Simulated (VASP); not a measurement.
# LiGa2 (Fd-3m) in VASP: further runs, part 2 of 2

VASP 6.6.1.

### 3 Single point, PBE

This run uses another cell than the first one, of 18.39 Å³/atom.

File INCAR:

```
ALGO = Fast
EDIFF = 1E-7
ENCUT = 520
GGA = PE
ISIF = 2
ISMEAR = 0
LASPH = True
LCHARG = False
LREAL = False
LWAVE = False
NBANDS = 38
NELM = 100
PREC = Accurate
SIGMA = 0.1
```

File KPOINTS:

```
k-points
0
Gamma
  8 8 8
```

File POSCAR:

```
LiGa2
1.0
    0.0000000000      3.8071833343      3.8071833343
    3.8071833343      0.0000000000      3.8071833343
    3.8071833343      3.8071833343      0.0000000000
Li Ga
2 4
Direct
    0.0000000000      0.0000000000      0.0000000000
    0.2500000000      0.2500000000      0.2500000000
    0.6250000000      0.6250000000      0.6250000000
    0.1250000000      0.6250000000      0.6250000000
    0.6250000000      0.6250000000      0.1250000000
    0.6250000000      0.1250000000      0.6250000000
```

Potentials or basis: VASP PAW PBE potentials, release 64 (Li_sv, Ga_d).

Started as:

```console
cat potpaw_PBE.64/Li_sv/POTCAR potpaw_PBE.64/Ga_d/POTCAR > POTCAR
mpirun -np 1 vasp_std > vasp.out
```

OUTCAR:

```text
EDIFF = 1E-7
   ENCUT = 520
   GGA = PE
   ISIF = 2
   ISMEAR = 0
   LASPH = True
   LREAL = False
   NELM = 100
   PREC = Accurate

 ion  position               nearest neighbor table
   1  0.000  0.000  0.000-
   2  0.250  0.250  0.250-
   3  0.625  0.625  0.625-   4 2.69   5 2.69   6 2.69   5 2.69   6 2.69   4 2.69
   4  0.125  0.625  0.625-   3 2.69   5 2.69   6 2.69   3 2.69   5 2.69   6 2.69
[... 1194 lines left out ...]
  --------------------------------------------------------------------------------------
  -------------------------------------------------------------------------------------
  Total        0.0379484      0.0379484      0.0379484     -0.0000000      0.0000000      0.0000000
  in kB        0.5508872      0.5508872      0.5508872     -0.0000000      0.0000000      0.0000000
  external PRESSURE =       0.5508872 kB  Pullay stress =       0.0000000 kB

 VOLUME and BASIS-vectors are now :
 -----------------------------------------------------------------------------
  energy-cutoff  :      520.00
  volume of cell :      110.37
      direct lattice vectors                 reciprocal lattice vectors
     0.000000000  3.807183334  3.807183334    -0.131330686  0.131330686  0.131330686
     3.807183334  0.000000000  3.807183334     0.131330686 -0.131330686  0.131330686
     3.807183334  3.807183334  0.000000000     0.131330686  0.131330686 -0.131330686

 POSITION                                       TOTAL-FORCE (eV/Angst)
 -----------------------------------------------------------------------------------
      0.00000      0.00000      0.00000        -0.000000     -0.000000     -0.000000
      1.90359      1.90359      1.90359         0.000000      0.000000      0.000000
      4.75898      4.75898      4.75898        -0.000000     -0.000000      0.000000
      4.75898      2.85539      2.85539        -0.000000     -0.000000      0.000000
      2.85539      2.85539      4.75898        -0.000000     -0.000000      0.000000
      2.85539      4.75898      2.85539        -0.000000     -0.000000      0.000000
 -----------------------------------------------------------------------------------
    total drift:                                0.000000      0.000000      0.000000

  FREE ENERGIE OF THE ION-ELECTRON SYSTEM (eV)
  ---------------------------------------------------
  free  energy   TOTEN  =       -16.3349227520 eV

  energy  without entropy=      -16.3169279738  energy(sigma->0) =      -16.32592536
```

Wall time 3.8 min (1 thread of AMD EPYC 9R45 (Zen 5), shared host); peak memory 0.26 GiB.

What came out:

```
Free energy            : -16.3349 eV
Band gap on the k mesh : zero (bands 29 and 30 overlap by 5.12 eV)
```

Caveat: the cutoff is under 1.25 times the usual one of these potentials, so pressure, stress and relaxed cells hold a basis-set (Pulay) error.

### 4 Relaxation of cell and atoms, PBE

This run uses another cell than the first one, of 18.39 Å³/atom.

File INCAR:

```
  PREC = Accurate
  ENCUT = 600
  EDIFF = 1E-7
  ISMEAR = 0
  SIGMA = 0.1
  LREAL = F
  LASPH = T
  NELM = 60
  ALGO = Fast
  ISIF = 3
  LWAVE = F
  LCHARG = F
  GGA = PE
  IBRION = 2
  NSW = 100
  EDIFFG = -0.01
```

File KPOINTS:

```
regular mesh
0
Gamma
  8 8 8
```

POSCAR is that of step 3.

Started as:

```console
cat potpaw_PBE.64/Li_sv/POTCAR potpaw_PBE.64/Ga_d/POTCAR > POTCAR
mpirun -np 1 vasp_std > vasp.out
```

It took 9.3 min on 1 thread of AMD EPYC 9R45 (Zen 5), shared host; peak memory 0.34 GiB.

The run converged. Its results:

```yaml
Free_energy: -16.3332 eV
Pressure_after_relaxing: 0.0 GPa
Band_gap_on_the_k_mesh: zero (bands 29 and 30 overlap by 5.13 eV)
```

Final structure:
```yaml
crystal:
  lattice:
    - [0.00000, 3.80718, 3.80718]
    - [3.80718, 0.00000, 3.80718]
    - [3.80718, 3.80718, 0.00000]
  atoms:
    - { symbol: Li, position: [0.00000, 0.00000, 0.00000] }
    - { symbol: Li, position: [0.25000, 0.25000, 0.25000] }
    - { symbol: Ga, position: [0.62500, 0.62500, 0.62500] }
    - { symbol: Ga, position: [0.12500, 0.62500, 0.62500] }
    - { symbol: Ga, position: [0.62500, 0.62500, 0.12500] }
    - { symbol: Ga, position: [0.62500, 0.12500, 0.62500] }
```

Levels at points of the mesh, in eV from the Fermi level:
```
           k point  band 25  band 26  band 27  band 28  band 29  band 30  band 31  band 32  band 33  band 34
(0.00, 0.00, 0.00)    -2.77    -2.77    -2.77    -2.03    -2.03    -2.03     0.44     0.45     1.79     2.76
(0.50, 0.00, 0.00)    -3.68    -3.68    -3.46    -1.67    -1.67     2.07     2.70     2.72     2.98     3.29
(0.50, 0.50, 0.00)    -4.84    -4.84    -2.71    -2.71     3.10     3.11     3.25     3.28     3.41     3.44
```

Caveat: the cutoff is under 1.25 times the usual one of these potentials, so pressure, stress and relaxed cells hold a basis-set (Pulay) error; the relaxation stopped at its first step, so nothing moved.

### 5 Relaxation of cell and atoms, PBE

File INCAR:

```
SYSTEM = LiGa2
PREC = Accurate
ENCUT = 600
EDIFF = 1E-6
ISMEAR = 0
SIGMA = 0.1
LREAL = .FALSE.
LASPH = .TRUE.
NELM = 80
ALGO = Fast
ISIF = 3
LWAVE = .FALSE.
LCHARG = .FALSE.
GGA = PE
IBRION = 2
NSW = 100
EDIFFG = -0.01
```

File KPOINTS:

```
Automatic mesh
0
G
  8 8 8
  0 0 0
```

POSCAR, as its differences from that of step 4:

```diff
@@ -2,5 +2,5 @@
 1.0
-    0.0000000000      3.8071833343      3.8071833343
-    3.8071833343      0.0000000000      3.8071833343
-    3.8071833343      3.8071833343      0.0000000000
+    0.0000000000      3.8873828287      3.8873828287
+    3.8873828287      0.0000000000      3.8873828287
+    3.8873828287      3.8873828287      0.0000000000
 Li Ga
```

Started as:

```console
cat potpaw_PBE.64/Li_sv/POTCAR potpaw_PBE.64/Ga_d/POTCAR > POTCAR
mpirun -np 1 vasp_std > vasp.out
```

Wall time 17 min (1 thread of AMD EPYC 9R45 (Zen 5), shared host); peak memory 0.37 GiB.

The run converged. Its results:

```yaml
Free_energy: -16.3370 eV
Relaxed_volume: 18.40 Å³/atom
Relaxed_cell: a = 5.385 Å, b = 5.385 Å, c = 5.385 Å, α = 60.00°, β = 60.00°, γ = 60.00°
Space_group_after_relaxing_to_0.1_Å: Fd-3m (No. 227)
Energy_gained_by_relaxing: 8.7 meV/atom
Ionic_steps: 3
Pressure_after_relaxing: 0.0 GPa
Band_gap_on_the_k_mesh: zero (bands 29 and 30 overlap by 5.12 eV)
```

The path:
```tsv
step	energy change (eV)	largest force (eV/Å)	pressure (GPa)	volume (Å³)
1	0.0000	0.0000	-2.21	117.49
2	-0.0446	0.0000	-0.90	112.96
3	-0.0521	0.0000	-0.02	110.42
```

Final structure:
```cif
data_structure
_symmetry_space_group_name_H-M 'P 1'
_symmetry_Int_Tables_number 1
_cell_length_a 5.3850
_cell_length_b 5.3850
_cell_length_c 5.3850
_cell_angle_alpha 60.000
_cell_angle_beta 60.000
_cell_angle_gamma 60.000
_cell_volume 110.42
loop_
_atom_site_label
_atom_site_type_symbol
_atom_site_fract_x
_atom_site_fract_y
_atom_site_fract_z
_atom_site_occupancy
Li1 Li 0.00000 0.00000 0.00000 1
Li2 Li 0.25000 0.25000 0.25000 1
Ga1 Ga 0.62500 0.62500 0.62500 1
Ga2 Ga 0.12500 0.62500 0.62500 1
Ga3 Ga 0.62500 0.62500 0.12500 1
Ga4 Ga 0.62500 0.12500 0.62500 1
```

Levels at points of the mesh, in eV from the Fermi level:
```csv
k point,band 26,band 27,band 28,band 29,band 30,band 31,band 32,band 33
"(0.00, 0.00, 0.00)",-2.77,-2.77,-2.03,-2.03,-2.03,0.44,0.44,1.84
"(0.50, 0.00, 0.00)",-3.68,-3.46,-1.67,-1.67,2.06,2.70,2.70,2.97
"(0.50, 0.50, 0.00)",-4.84,-2.71,-2.71,3.09,3.11,3.25,3.29,3.38
```

Caveat: the cutoff is under 1.25 times the usual one of these potentials, so pressure, stress and relaxed cells hold a basis-set (Pulay) error.

### 6 The runs side by side

```tsv
task	cell	k mesh	cutoff (eV)	gap on the mesh (eV)	pressure (GPa)
single point	a = 5.498 Å, angles 60.0°, 6 atoms	4 × 4 × 4	520	none	-
single point	a = 5.384 Å, angles 60.0°, 6 atoms	8 × 8 × 8	520	none	-
relaxation of cell and atoms	relaxed from a = 5.384 Å, angles 60.0°, 6 atoms	8 × 8 × 8	600	none	0.0
relaxation of cell and atoms	relaxed from a = 5.498 Å, angles 60.0°, 6 atoms	8 × 8 × 8	600	none	0.0
```

Alike in all rows: level PBE; potentials or basis VASP PAW PBE potentials, release 64 (Li_sv, Ga_d); no spin polarisation; smearing gaussian 0.1 eV.

Caveats: the cutoff is under 1.25 times the usual one of these potentials, so pressure, stress and relaxed cells hold a basis-set (Pulay) error; the relaxation stopped at its first step, so nothing moved (at least some runs).

Total energies depend on the potentials used, so only differences within one code and one set of settings carry meaning.
